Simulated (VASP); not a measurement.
A run of VASP 6.6.1 is set up as follows.

File INCAR:

```
SYSTEM = CdS
ALGO = Normal ; EDIFF = 1E-6
ENCUT = 520 ; GGA = CA
ISIF = 2 ; ISMEAR = 0
LASPH = .TRUE. ; LCHARG = .FALSE.
LREAL = .FALSE. ; LWAVE = .FALSE.
NBANDS = 16 ; NELM = 60
PREC = Accurate ; SIGMA = 0.01
```

The input KPOINTS:

```
k-points
0
G
  8 8 8
  0 0 0
```

Contents of POSCAR:

```
CdS
1.0
    2.7718631311      2.7718631311      0.0000000000
   -2.7718631311      2.7718631311      0.0000000000
    0.0000000000      2.7718631311      2.7718631311
Cd S
1 1
Direct
    0.0000000000      0.0000000000      0.0000000000
    0.7500000000      0.2500000000      0.5000000000
```

Potentials or basis: VASP PAW LDA potentials, release 64 (Cd, S).

Command:

```bash
$ cat potpaw_LDA.64/Cd/POTCAR potpaw_LDA.64/S/POTCAR > POTCAR
$ mpirun -np 1 vasp_std > vasp.out
```

(1) What does it give for the band gap on the k mesh?

(2) Predict the pressure.

Answers

(1) 1.21 eV, direct.

(2) 10.9 GPa.
